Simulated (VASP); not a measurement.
# BaTiO3 (Pm-3m) in VASP: notebook

BaTiO3 is run at these levels: PBE, LDA; tasks: single point.

Program: VASP 6.6.1. These are calculated values, not measurements. Logs are shortened: lines on timing, memory, paths and dates and some standing lists are left out, and cuts for length are marked.

### Step 1. The cell of the first run

The structure is cubic, space group Pm-3m (No. 221). Conventional cell: a = 4.085 Å, b = 4.085 Å, c = 4.085 Å, α = 90.00°, β = 90.00°, γ = 90.00°. Ba (site symmetry m-3m) has 12 O at 2.89 Å and 8 Ti at 3.54 Å within 3.8 Å. Within 2.7 Å of Ti (site symmetry m-3m) lie 6 O at 2.04 Å. Within 2.7 Å of O (site symmetry 4/mmm) lie 2 Ti at 2.04 Å.

### Step 2. Single point, PBE

Contents of INCAR:

```
SYSTEM = BaTiO3
  PREC = Accurate
  ENCUT = 1340
  EDIFF = 1E-6
  ISMEAR = -1
  SIGMA = 0.05
  LREAL = .FALSE.
  LASPH = .TRUE.
  NELM = 120
  ALGO = Normal
  ISIF = 2
  LWAVE = .FALSE.
  LCHARG = .FALSE.
  GGA = PE
  NBANDS = 28
  GGA_COMPAT = .FALSE.
```

Contents of KPOINTS:

```
regular mesh
0
G
  7 7 7
  0 0 0
```

Contents of POSCAR:

```
BaTiO3
1.0
    4.0845689666      0.0000000000      0.0000000000
    0.0000000000      4.0845689666      0.0000000000
    0.0000000000      0.0000000000      4.0845689666
Ba Ti O
1 1 3
Direct
    0.5000000000      0.5000000000      0.5000000000
    0.0000000000      0.0000000000      0.0000000000
    0.0000000000      0.0000000000      0.5000000000
    0.0000000000      0.5000000000      0.0000000000
    0.5000000000      0.0000000000      0.0000000000
```

Potentials or basis: VASP PAW PBE potentials, release 64 (Ba_sv, Ti_sv, O_h).

Launch:

```sh
$ cat potpaw_PBE.64/Ba_sv/POTCAR potpaw_PBE.64/Ti_sv/POTCAR potpaw_PBE.64/O_h/POTCAR > POTCAR
$ mpirun -np 1 vasp_std > vasp.out
```

OUTCAR:

```text
SYSTEM = BaTiO3
   PREC = Accurate
   ENCUT = 1340
   EDIFF = 1E-6
   ISMEAR = -1
   LREAL = .FALSE.
   LASPH = .TRUE.
   NELM = 120
   ISIF = 2
   GGA = PE

 ion  position               nearest neighbor table
   1  0.500  0.500  0.500-   3 2.89   4 2.89   5 2.89   4 2.89   5 2.89   3 2.89   5 2.89   5 2.89
                             3 2.89   4 2.89   4 2.89   3 2.89   2 3.54   2 3.54   2 3.54   2 3.54
   2  0.000  0.000  0.000-   3 2.04   4 2.04   5 2.04   3 2.04   4 2.04   5 2.04   1 3.54   1 3.54
                             1 3.54   1 3.54   1 3.54   1 3.54   1 3.54   1 3.54
   3  0.000  0.000  0.500-   2 2.04   2 2.04   1 2.89   1 2.89   1 2.89   1 2.89
   4  0.000  0.500  0.000-   2 2.04   2 2.04   1 2.89   1 2.89   1 2.89   1 2.89
   5  0.500  0.000  0.000-   2 2.04   2 2.04   1 2.89   1 2.89   1 2.89   1 2.89

  LATTYP: Found a simple cubic cell.
 ALAT       =     4.0845689666

  Lattice vectors:

 A1 = (   4.0845689666,   0.0000000000,   0.0000000000)
 A2 = (   0.0000000000,   4.0845689666,   0.0000000000)
 A3 = (   0.0000000000,   0.0000000000,   4.0845689666)

Analysis of symmetry for initial positions (statically):
=====================================================================
 Subroutine PRICEL returns:
 Original cell was already a primitive cell.

 Routine SETGRP: Setting up the symmetry group for a
 simple cubic supercell.

 Subroutine GETGRP returns: Found 48 space group operations
 (whereof 48 operations were pure point group operations)
 out of a pool of 48 trial point group operations.

The static configuration has the point symmetry O_h .

Analysis of symmetry for dynamics (positions and initial velocities):
=====================================================================
 Subroutine PRICEL returns:
 Original cell was already a primitive cell.

 Routine SETGRP: Setting up the symmetry group for a
 simple cubic supercell.

 Subroutine GETGRP returns: Found 48 space group operations
 (whereof 48 operations were pure point group operations)
 out of a pool of 48 trial point group operations.

The dynamic configuration has the point symmetry O_h .

 Subroutine INISYM returns: Found 48 space group operations
 (whereof 48 operations are pure point group operations),
 and found     1 'primitive' translations

----------------------------------------------------------------------------------------

                                     Primitive cell

  volume of cell :      68.1457

  direct lattice vectors                    reciprocal lattice vectors
     4.084568967  0.000000000  0.000000000     0.244823874  0.000000000  0.000000000
     0.000000000  4.084568967  0.000000000     0.000000000  0.244823874  0.000000000
     0.000000000  0.000000000  4.084568967     0.000000000  0.000000000  0.244823874

  length of vectors
     4.084568967  4.084568967  4.084568967     0.244823874  0.244823874  0.244823874

  position of ions in fractional coordinates (direct lattice)
     0.500000000  0.500000000  0.500000000
     0.000000000  0.000000000  0.000000000
     0.000000000  0.000000000  0.500000000
     0.000000000  0.500000000  0.000000000
     0.500000000  0.000000000  0.000000000

  ion indices of the primitive-cell ions
   primitive index   ion index
                 1           1
                 2           2
                 3           3
                 4           4
                 5           5

----------------------------------------------------------------------------------------

 KPOINTS: regular mesh

Automatic generation of k-mesh.
 Grid dimensions read from file:
 generate k-points for:    7    7    7

 Generating k-lattice:

  Cartesian coordinates                     Fractional coordinates (reciprocal lattice)
     0.034974839  0.000000000  0.000000000     0.142857143  0.000000000  0.000000000
     0.000000000  0.034974839  0.000000000     0.000000000  0.142857143  0.000000000
     0.000000000  0.000000000  0.034974839     0.000000000  0.000000000  0.142857143

  Length of vectors
     0.034974839  0.034974839  0.034974839

  Shift w.r.t. Gamma in fractional coordinates (k-lattice)
     0.000000000  0.000000000  0.000000000

 Subroutine IBZKPT returns following result:
 ===========================================

 Found     20 irreducible k-points:

 Following reciprocal coordinates:
            Coordinates               Weight
  0.000000  0.000000  0.000000      1.000000
  0.142857  0.000000  0.000000      6.000000
  0.285714  0.000000  0.000000      6.000000
  0.428571  0.000000  0.000000      6.000000
  0.142857  0.142857  0.000000     12.000000
  0.285714  0.142857  0.000000     24.000000
[... 12 lines left out ...]
  0.428571  0.428571  0.285714     24.000000
  0.428571  0.428571  0.428571      8.000000
   k-points           NKPTS =     20   k-points in BZ     NKDIM =     20   number of bands    NBANDS=     28
   number of dos      NEDOS =    301   number of ions     NIONS =      5
   total plane-waves  NPLWV = 125000
   dimension x,y,z NGX =    50 NGY =   50 NGZ =   50
   dimension x,y,z NGXF=   100 NGYF=  100 NGZF=  100
   ions per type =               1   1   3
   NGX,Y,Z   is equivalent  to a cutoff of  20.35, 20.35, 20.35 a.u.
   NGXF,Y,Z  is equivalent  to a cutoff of  40.70, 40.70, 40.70 a.u.
 SYSTEM =  BaTiO3
   PREC   = accura    normal or accurate (medium, high low for compatibility)
   ISTART =      0    job   : 0-new  1-cont  2-samecut
   ICHARG =      2    charge: 1-file 2-atom 10-const
   ISPIN  =      1    spin polarized calculation?
   LNONCOLLINEAR =      F non collinear calculations
   LSORBIT =      F    spin-orbit coupling
   LASPH  =      T    aspherical Exc in radial PAW
   ENCUT  = 1340.0 eV  98.49 Ry    9.92 a.u.  12.19 12.19 12.19*2*pi/ulx,y,z
   NELM   =    120;   NELMIN=  2; NELMDL= -5     # of ELM steps
   EDIFF  = 0.1E-05   stopping-criterion for ELM
   LREAL  =      F    real-space projection
   EDIFFG = 0.1E-04   stopping-criterion for IOM
   NSW    =      0    number of steps for IOM
   IBRION =     -1    ionic relax: 0-MD 1-quasi-New 2-CG
   NFREE  =      0    steps in history (QN), initial steepest desc. (CG)
   ISIF   =      2    stress and relaxation
   ISYM   =      2    0-nonsym 1-usesym 2-fastsym
   POTIM  = 0.5000    time-step for ionic-motion
   TEBEG  =    0.0;   TEEND  =   0.0 temperature during run
   PSTRESS=    0.0 pullay stress
   NELECT =      40.0000    total number of electrons
   NUPDOWN=      -1.0000    fix difference up-down
   EMIN   =  10.00;   EMAX   =-10.00  energy-range for DOS
   EFERMI =   0.00;   METHOD = LEGACY
   ISMEAR =    -1;   SIGMA  =   0.05  broadening in eV -4-tet -1-fermi 0-gaus
   EFERMI_NEDOS =   21; number of points for ismear=-14 and -15
   IALGO  =     38    algorithm
   IMIX   =      4    mixing-type and parameters
     AMIX     =   0.40;   BMIX     =  1.00
     AMIX_MAG =   1.60;   BMIX_MAG =  1.00
  volume/ion in A,a.u.               =      13.63        91.97
  Fermi-wavevector in a.u.,A,eV,Ry     =   1.370720  2.590284 25.563605  1.878872
  Thomas-Fermi vector in A             =   2.496481
   LORBIT       =      0    0 simple, 1 ext, 2 COOP (PROOUT), +10 PAW based schemes
   GGA     = PE    functional components
   LHFCALC =     F    Hartree Fock is set to
   AEXX    =    0.0000 exact exchange contribution
   IVDW    =     0    specifies the selected vdW correction
   LEPSILON=     F    determine dielectric tensor
   LRPA    =     F    only Hartree local field effects (RPA)
 non-spin polarized calculation
  energy-cutoff  :     1340.00
  volume of cell :       68.15
 maximum number of plane-waves:      7612
 NGX is ok and might be reduce to    50
   NGX = 25   NGY = 25   NGZ = 25

 number of electron      40.0000004 magnetization

 Free energy of the ion-electron system (eV)
  ---------------------------------------------------
  ext. energy  EPLUGINS =         0.00000000
  ---------------------------------------------------
  free energy    TOTEN  =       -39.96748212 eV

  energy without entropy =      -39.96748211  energy(sigma->0) =      -39.96748212

 E-fermi :   4.5272     XC(G=0): -10.9454

 val. band max:        3.6557147009   @ k =   0.4286   0.4286   0.4286
 cond. band min:       5.3369727457   @ k =   0.0000   0.0000   0.0000
 fundamental gap:      1.6812580448
 Fermi energy:         4.5271709469

 k-point     1 :       0.0000    0.0000    0.0000
  band No.  band energies     occupation
      1     -53.1744      2.00000
      2     -29.3550      2.00000
      3     -29.3550      2.00000
      4     -29.3550      2.00000
      5     -21.2522      2.00000
      6     -13.0321      2.00000
[... 20 lines left out ...]
     27       8.6977      0.00000
     28      10.4569      0.00000

 k-point     2 :       0.1429    0.0000    0.0000
  band No.  band energies     occupation
      1     -53.1742      2.00000
      2     -29.3622      2.00000
      3     -29.3548      2.00000
      4     -29.3548      2.00000
      5     -21.2364      2.00000
      6     -13.0328      2.00000
[... 20 lines left out ...]
     27       9.0647      0.00000
     28      10.9287      0.00000

 k-point     3 :       0.2857    0.0000    0.0000
  band No.  band energies     occupation
      1     -53.1739      2.00000
      2     -29.3783      2.00000
      3     -29.3542      2.00000
      4     -29.3542      2.00000
      5     -21.2005      2.00000
      6     -13.0812      2.00000
[... 20 lines left out ...]
     27       9.9752      0.00000
     28      11.7658      0.00000

 k-point     4 :       0.4286    0.0000    0.0000
  band No.  band energies     occupation
      1     -53.1737      2.00000
      2     -29.3911      2.00000
      3     -29.3537      2.00000
      4     -29.3537      2.00000
      5     -21.1713      2.00000
      6     -13.1524      2.00000
[... 20 lines left out ...]
     27      10.8387      0.00000
     28      11.6738      0.00000

 k-point     5 :       0.1429    0.1429    0.0000
  band No.  band energies     occupation
      1     -53.1741      2.00000
      2     -29.3621      2.00000
      3     -29.3618      2.00000
      4     -29.3545      2.00000
      5     -21.2215      2.00000
      6     -13.0164      2.00000
[... 20 lines left out ...]
     27       9.4236      0.00000
     28      11.2093      0.00000

 k-point     6 :       0.2857    0.1429    0.0000
  band No.  band energies     occupation
      1     -53.1738      2.00000
      2     -29.3779      2.00000
      3     -29.3613      2.00000
      4     -29.3539      2.00000
      5     -21.1877      2.00000
      6     -13.0267      2.00000
[... 339 lines left out ...]
      5     -21.1226      2.00000
      6     -12.7108      2.00000
[... 20 lines left out ...]
     27      11.1968      0.00000
     28      11.3826      0.00000

 k-point    18 :       0.4286    0.2857    0.2857
  band No.  band energies     occupation
      1     -53.1729      2.00000
      2     -29.3886      2.00000
      3     -29.3756      2.00000
      4     -29.3754      2.00000
      5     -21.1022      2.00000
      6     -12.6151      2.00000
[... 20 lines left out ...]
     27      11.3272      0.00000
     28      11.4320      0.00000

 k-point    19 :       0.4286    0.4286    0.2857
  band No.  band energies     occupation
      1     -53.1727      2.00000
      2     -29.3880      2.00000
      3     -29.3880      2.00000
      4     -29.3750      2.00000
      5     -21.0837      2.00000
      6     -12.4420      2.00000
[... 20 lines left out ...]
     27      11.1555      0.00000
     28      11.2186      0.00000

 k-point    20 :       0.4286    0.4286    0.4286
  band No.  band energies     occupation
      1     -53.1724      2.00000
      2     -29.3875      2.00000
      3     -29.3874      2.00000
      4     -29.3874      2.00000
      5     -21.0662      2.00000
      6     -12.2760      2.00000
[... 20 lines left out ...]
     27      10.7119      0.00000
     28      10.7119      0.00000

------------------------ aborting loop because EDIFF is reached ----------------------------------------

  FORCE on cell =-STRESS in cart. coord.  units (eV):
  Direction    XX          YY          ZZ          XY          YZ          ZX
  --------------------------------------------------------------------------------------
  -------------------------------------------------------------------------------------
  Total       -2.4651853     -2.4651853     -2.4651853      0.0000000      0.0000000      0.0000000
  in kB      -57.9590748    -57.9590748    -57.9590748      0.0000000      0.0000000      0.0000000
  external PRESSURE =     -57.9590748 kB  Pullay stress =       0.0000000 kB

 VOLUME and BASIS-vectors are now :
 -----------------------------------------------------------------------------
  energy-cutoff  :     1340.00
  volume of cell :       68.15
      direct lattice vectors                 reciprocal lattice vectors
     4.084568967  0.000000000  0.000000000     0.244823874  0.000000000  0.000000000
     0.000000000  4.084568967  0.000000000     0.000000000  0.244823874  0.000000000
     0.000000000  0.000000000  4.084568967     0.000000000  0.000000000  0.244823874

 POSITION                                       TOTAL-FORCE (eV/Angst)
 -----------------------------------------------------------------------------------
      2.04228      2.04228      2.04228         0.000000      0.000000      0.000000
      0.00000      0.00000      0.00000         0.000000      0.000000      0.000000
      0.00000      0.00000      2.04228         0.000000      0.000000      0.000000
      0.00000      2.04228      0.00000         0.000000      0.000000      0.000000
      2.04228      0.00000      0.00000         0.000000      0.000000      0.000000
 -----------------------------------------------------------------------------------
    total drift:                                0.000000      0.000000     -0.000000

  FREE ENERGIE OF THE ION-ELECTRON SYSTEM (eV)
  ---------------------------------------------------
  free  energy   TOTEN  =       -39.9674821194 eV

  energy  without entropy=      -39.9674821109  energy(sigma->0) =      -39.96748212
```

It took 4.1 min on 1 thread of Intel Xeon Platinum 8375C at 2.90GHz (Ice Lake), shared host; peak memory 0.44 GiB.

What came out:

| Property | Result |
| --- | --- |
| Free energy | -39.9675 eV |
| Pressure | -5.8 GPa |
| Band gap on the k mesh | 1.68 eV (least direct gap 1.82 eV) |

Caveat: the cell stands under tension; spin-orbit coupling is left out, which moves the levels of the heavy elements; an odd mesh through Γ misses points on the zone boundary, where band edges can lie.

### Step 3. Single point, LDA

This run uses another cell than the first one, of 12.86 Å³/atom.

Contents of INCAR:

```
PREC = Accurate ; ENCUT = 600
EDIFF = 1E-6 ; ISMEAR = -1
SIGMA = 0.05 ; LREAL = False
LASPH = True ; NELM = 120
ALGO = Normal ; ISIF = 2
LWAVE = False ; LCHARG = True
GGA = CA ; LELF = True
LVHAR = True ; NBANDS = 28
GGA_COMPAT = False
```

Contents of KPOINTS:

```
regular mesh
0
Gamma
  5 5 5
```

POSCAR: that of step 2 with these lines changed.

```diff
@@ -2,5 +2,5 @@
 1.0
-    4.0845689666      0.0000000000      0.0000000000
-    0.0000000000      4.0845689666      0.0000000000
-    0.0000000000      0.0000000000      4.0845689666
+    4.0060000000      0.0000000000      0.0000000000
+    0.0000000000      4.0060000000      0.0000000000
+    0.0000000000      0.0000000000      4.0060000000
 Ba Ti O
```

Potentials or basis: VASP PAW LDA potentials, release 64 (Ba_sv, Ti_sv, O).

Launch:

```sh
$ cat potpaw_LDA.64/Ba_sv/POTCAR potpaw_LDA.64/Ti_sv/POTCAR potpaw_LDA.64/O/POTCAR > POTCAR
$ mpirun -np 1 vasp_std > vasp.out
```

Wall time 28 s (1 thread of Intel Xeon 8259CL, shared host); peak memory 0.17 GiB.

Results (log left out):

* Free energy: -44.1010 eV
* Pressure: -7.5 GPa
* Band gap on the k mesh: 1.77 eV (least direct gap 1.79 eV)

Levels at points of the mesh, in eV from the valence-band top:
| k point | band 18 | band 19 | band 20 | band 21 | band 22 | band 23 |
| --- | --- | --- | --- | --- | --- | --- |
| (0.00, 0.00, 0.00) | -0.03 | -0.03 | -0.03 | 1.77 | 1.77 | 1.77 |

Caveat: the cell stands under tension; spin-orbit coupling is left out, which moves the levels of the heavy elements; an odd mesh through Γ misses points on the zone boundary, where band edges can lie.

### Step 4. Single point, LDA

This run uses another cell than the first one, of 12.86 Å³/atom.

Contents of INCAR:

```
SYSTEM = BaTiO3
  ALGO = Normal
  EDIFF = 1E-6
  ENCUT = 1340
  GGA_COMPAT = .FALSE.
  ISIF = 2
  ISMEAR = -1
  LASPH = .TRUE.
  LCHARG = .FALSE.
  LREAL = .FALSE.
  LWAVE = .FALSE.
  NBANDS = 28
  NELM = 120
  PREC = Accurate
  SIGMA = 0.05
```

Contents of KPOINTS:

```
k-points
0
G
  7 7 7
  0 0 0
```

POSCAR is that of step 3.

Potentials or basis: VASP PAW LDA potentials, release 64 (Ba_sv, Ti_sv, O_h).

Launch:

```sh
$ cat potpaw_LDA.64/Ba_sv/POTCAR potpaw_LDA.64/Ti_sv/POTCAR potpaw_LDA.64/O_h/POTCAR > POTCAR
$ mpirun -np 1 vasp_std > vasp.out
```

It took 2.7 min on 1 thread of Intel Xeon 6975P-C (Granite Rapids), shared host; peak memory 0.37 GiB.

The run converged. Its results:

```yaml
Free_energy: -44.1247 eV
Pressure: -7.5 GPa
Band_gap_on_the_k_mesh: 1.72 eV (least direct gap 1.80 eV)
```

Levels at points of the mesh, in eV from the valence-band top:
```
           k point  band 17  band 18  band 19  band 20  band 21  band 22  band 23  band 24
(0.00, 0.00, 0.00)    -1.05    -0.08    -0.08    -0.08     1.72     1.72     1.72     3.99
```

Caveat: the cell stands under tension; spin-orbit coupling is left out, which moves the levels of the heavy elements; an odd mesh through Γ misses points on the zone boundary, where band edges can lie.

### Step 5. Overview

```csv
level,potentials or basis,cell,k mesh,cutoff (eV),gap on the mesh (eV),pressure (GPa)
PBE,"VASP PAW PBE potentials, release 64 (Ba_sv, Ti_sv, O_h)","a = 4.085 Å, 5 atoms",7 × 7 × 7,1340,1.68,-5.8
LDA,"VASP PAW LDA potentials, release 64 (Ba_sv, Ti_sv, O)","a = 4.006 Å, 5 atoms",5 × 5 × 5,600,1.77,-7.5
LDA,"VASP PAW LDA potentials, release 64 (Ba_sv, Ti_sv, O_h)","a = 4.006 Å, 5 atoms",7 × 7 × 7,1340,1.72,-7.5
```

Alike in all rows: task single point; no spin polarisation; smearing fermi-dirac 0.05 eV.

Caveats: the cell stands under tension; spin-orbit coupling is left out, which moves the levels of the heavy elements; an odd mesh through Γ misses points on the zone boundary, where band edges can lie.

Total energies depend on the potentials used, so only differences within one code and one set of settings carry meaning.
